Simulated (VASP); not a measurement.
Crystal: RbBr.

```
Rb Br
1.0
     0.00000    3.46083    3.46083
     3.46083    0.00000    3.46083
     3.46083    3.46083    0.00000
Rb Br
1 1
Direct
  0.00000 0.00000 0.00000
  0.50000 0.50000 0.50000
```

Base run:

* Program: VASP 6.6.1
* Functional: PBE-based global hybrid
* Potentials or basis: VASP PAW PBE potentials, release 64 (Rb_sv, Br)
* Cutoff: 520 eV
* k mesh: 4 × 4 × 4
* Occupations: gaussian, width 0.01 eV
* Spin: no spin polarisation

Its results: band gap on the k mesh 7.33 eV, direct; pressure 0.1 GPa.

**Question.** The run is repeated on the same cell with these changes: functional from PBE-based global hybrid to PBE-based screened hybrid; share of exact exchange from 0.4 to 0.05. What comes out?

**Answer.** Band gap on the k mesh 4.58 eV, direct; pressure 0.5 GPa.

Caveats: the PAW data sets were made with another functional, which shifts forces and pressure a little.

